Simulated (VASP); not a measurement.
Crystal: Au3Br2.

```
Au Br
1.0
     4.36434    0.00000    0.00000
    -2.18217    3.77963    0.00000
     0.00000    0.00000    6.79020
Au Br
3 2
Direct
  0.00000 0.00000 0.00000
  0.33333 0.66667 0.64500
  0.66667 0.33333 0.35500
  0.33333 0.66667 0.24500
  0.66667 0.33333 0.75500
```

| Quantity | Value |
| --- | --- |
| Program | VASP 6.6.1 |
| Task | relaxation of cell and atoms |
| Functional | PBE |
| Potentials or basis | VASP PAW PBE potentials, release 64 (Au, Br) |
| Cutoff | 600 eV |
| k mesh | 6 × 6 × 4 |
| Occupations | gaussian, width 0.1 eV |
| Spin | no spin polarisation |

At the start: pressure 8.5 GPa; volume 22.40 Å³/atom.

Q: How do energy, volume and symmetry change on relaxing?

A: Over 38 steps the energy falls by 353.8 meV/atom and the volume is 23.20 Å³/atom (+3.6 %); space group P-3m1 (No. 164, to 0.1 Å) before and after.

Step by step:
```tsv
step	energy change (eV)	largest force (eV/Å)	pressure (GPa)	volume (Å³)
1	0.0000	1.2821	8.53	112.01
2	-0.3768	0.2079	-2.06	132.47
3	-0.4087	0.3942	-0.33	127.16
4	-0.4087	0.3818	-0.45	127.48
5	-0.4256	0.3600	-0.39	126.80
6	-0.4696	0.3274	-0.14	124.78
7	-0.5278	0.5537	0.82	120.77
8	-0.3240	1.2005	5.33	112.88
9	-0.5317	0.6192	1.07	120.05
10	-0.5447	0.6539	0.93	120.18
11	-0.5800	0.7397	0.55	120.55
12	-0.6258	0.8606	-0.01	121.29
13	-0.5756	0.9916	-0.14	122.72
14	-0.6324	0.9038	-0.16	121.62
15	-0.6872	0.9483	-0.28	121.71
16	-0.8429	0.9587	-0.25	121.88
17	-0.8660	1.6727	2.71	121.91
18	-0.9212	1.2527	0.71	121.95
19	-1.0477	1.2189	0.64	123.02
20	-1.2416	1.0423	1.62	125.63
21	-1.2445	0.9757	2.18	126.28
22	-1.3484	0.5715	-0.50	132.26
23	-1.3563	0.4452	-1.31	134.50
24	-1.4147	0.3949	-0.97	132.71
25	-1.5131	0.8219	0.21	127.61
26	-1.5216	1.1053	0.89	125.26
27	-1.5594	1.0407	0.44	124.91
28	-1.6455	0.7771	-0.84	123.79
29	-1.6637	0.3507	-2.64	121.26
30	-1.6846	0.4133	-1.95	122.56
31	-1.7311	0.2792	-0.98	118.65
32	-1.7414	0.2829	-0.15	116.04
33	-1.7488	0.2437	-0.18	116.10
34	-1.7640	0.1219	-0.24	116.29
35	-1.7614	0.1435	-0.17	116.67
36	-1.7684	0.0390	-0.25	116.46
37	-1.7682	0.0283	0.34	115.49
38	-1.7688	0.0084	0.02	116.02
```

Final structure:
```xyz
5
Lattice="3.7571 0.0000 0.0000 -1.8785 3.2537 0.0000 0.0000 0.0000 9.4905" Properties=species:S:1:pos:R:3 pbc="T T T"
Au    0.0000    0.0000    0.0000
Au    0.0000    2.1691    5.5947
Au    1.8785    1.0846    3.8958
Br    0.0000    2.1691    1.8419
Br    1.8785    1.0846    7.6486
```

Caveat: a cell axis changed by over 15 % at a fixed basis, so the end point is rough.
